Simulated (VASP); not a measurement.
Crystal: MgS.

```
Mg S
1.0
     0.09931    2.84526    2.84526
     2.84526    0.09931    2.84526
     2.84526    2.84526    0.09931
Mg S
1 1
Direct
  0.00332 0.00332 0.00332
  0.24668 0.24668 0.24668
```

This cell differs from its parent crystal: epitaxial 111 strain -3.0%.

Base run:

* Program: VASP 6.6.1
* Functional: HSE06
* Potentials or basis: VASP PAW PBE potentials, release 64 (Mg, S)
* Cutoff: 520 eV
* k mesh: 6 × 6 × 6
* Occupations: gaussian, width 0.01 eV
* Spin: no spin polarisation

Its results: band gap on the k mesh 4.53 eV, direct; pressure 2.2 GPa; largest force 0.004 eV/Å.

**Question.** The run is repeated on the same cell with these changes: functional from HSE06 to PBE; k mesh from 6 × 6 × 6 to 4 × 4 × 4. What comes out?

**Answer.** Band gap on the k mesh 3.47 eV, direct; pressure 3.4 GPa; largest force 0.008 eV/Å.

Several settings changed at once, so the effect can't be laid on one alone.

Caveats: some runs use coarse meshes; the PAW data sets were made with another functional, which shifts forces and pressure a little (some runs).

A k mesh can miss the band edges.
